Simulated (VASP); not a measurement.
Here is a VASP 6.6.1 calculation.

Contents of POSCAR:

```
Ba
1.0
   -2.5133422143      2.5133422143      2.5133422143
    2.5133422143     -2.5133422143      2.5133422143
    2.5133422143      2.5133422143     -2.5133422143
Ba
1
Direct
    0.0000000000      0.0000000000      0.0000000000
```

INCAR.step1

```
  PREC = Accurate
  ENCUT = 550
  ISMEAR = 0
  SIGMA = 0.05
  LREAL = F
  LASPH = T
  NELM = 120
  NBANDS = 11
  GGA = PE
  ALGO = Normal
  EDIFF = 1E-5
  LWAVE = T
  LCHARG = F
  GGA_COMPAT = F
```

Contents of INCAR.step2:

```
  PREC = Accurate
  ENCUT = 550
  EDIFF = 1E-6
  ISMEAR = 0
  SIGMA = 0.05
  LREAL = F
  LASPH = T
  NELM = 120
  ALGO = Normal
  ISIF = 2
  LWAVE = F
  LCHARG = F
  METAGGA = R2SCAN
  LMIXTAU = T
  NBANDS = 11
  ISTART = 1
  GGA_COMPAT = F
```

KPOINTS

```
Automatic mesh
0
Gamma
  12 12 12
```

Potentials or basis: VASP PAW PBE potentials, release 64 (Ba_sv).

Run with:

```console
$ cat potpaw_PBE.64/Ba_sv/POTCAR > POTCAR
$ cp INCAR.step1 INCAR
$ mpirun -np 1 vasp_std > vasp.out
$ cp INCAR.step2 INCAR
$ mpirun -np 1 vasp_std > vasp.out
```

(1) Predict the band gap on the k mesh.

(2) Estimate the pressure.

## Answers

(1) zero (bands 5 and 6 overlap by 1.18 eV).

(2) 0.3 GPa.

Caveat: the PAW data sets were made with another functional, which shifts forces and pressure a little; spin-orbit coupling is left out, which moves the levels of the heavy elements.
